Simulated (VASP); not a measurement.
A run of VASP 6.6.1:

The input INCAR:

```
SYSTEM = HgTe
  PREC = Accurate
  ENCUT = 500
  EDIFF = 1E-6
  ISMEAR = 0
  SIGMA = 0.1
  LREAL = .FALSE.
  LASPH = .TRUE.
  NELM = 120
  ALGO = Normal
  ISIF = 2
  LWAVE = .FALSE.
  LCHARG = .FALSE.
  GGA = PE
  NBANDS = 16
  GGA_COMPAT = .FALSE.
```

File KPOINTS:

```
Automatic mesh
0
G
  10 10 10
  0 0 0
```

Contents of POSCAR:

```
HgTe
1.0
    0.0000000000      3.2145000000      3.2145000000
    3.2145000000      0.0000000000      3.2145000000
    3.2145000000      3.2145000000      0.0000000000
Hg Te
1 1
Direct
    0.0000000000      0.0000000000      0.0000000000
    0.2500000000      0.2500000000      0.2500000000
```

Potentials or basis: VASP PAW PBE potentials, release 64 (Hg, Te).

Command:

```sh
$ cat potpaw_PBE.64/Hg/POTCAR potpaw_PBE.64/Te/POTCAR > POTCAR
$ mpirun -np 1 vasp_std > vasp.out
```

Hardware: 1 thread of Intel(R) Xeon(R) 6975P-C (Granite Rapids), with other jobs on the host.

How long does it take, and how much memory?

Run time: 18 s on 1 thread of Intel(R) Xeon(R) 6975P-C (Granite Rapids) (shared host), peak memory 0.22 GiB. Counts: scf iterations 13, k points 47.
